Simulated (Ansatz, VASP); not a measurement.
One calculation of Co, two programs

```
CELL_PARAMETERS angstrom
0.00000 2.28051 2.28051
2.28051 0.00000 2.28051
2.28051 2.28051 0.00000
ATOMIC_POSITIONS crystal
Co 0.00000 0.00000 0.00000
Co 0.50000 0.50000 0.50000
```

Alike in both runs: task single point; functional LDA; k mesh 14 × 14 × 14; occupations fermi-dirac, width 0.05 eV; collinear spin.

|  | VASP | Ansatz |
| --- | --- | --- |
| version | VASP 6.6.1 | Ansatz 0.2.0 |
| potentials or method | VASP PAW LDA potentials, release 64 (Co), cutoff 520 eV | plane waves (420 eV) with PAW, scalar-relativistic |
| valence electrons in the cell | 18 | 34 |

```csv
,VASP,Ansatz,Ansatz less VASP
pressure (GPa),-7.1,-5.4,+1.66
net moment per atom (μB),1.54,1.62,+0.075
size of the moment on the site where the two differ most (μB),1.53,1.61,+0.074
```

Ansatz warns that its potentials were made for another functional, while VASP's fit it. LDA's correlation is that of Perdew and Zunger in VASP and of Perdew and Wang (1992) in Ansatz. Site moments also hang on the region over which each program counts them. VASP's potentials hold 18 valence electrons a cell and Ansatz's 34, so a difference there can come from the potentials and not from the codes.
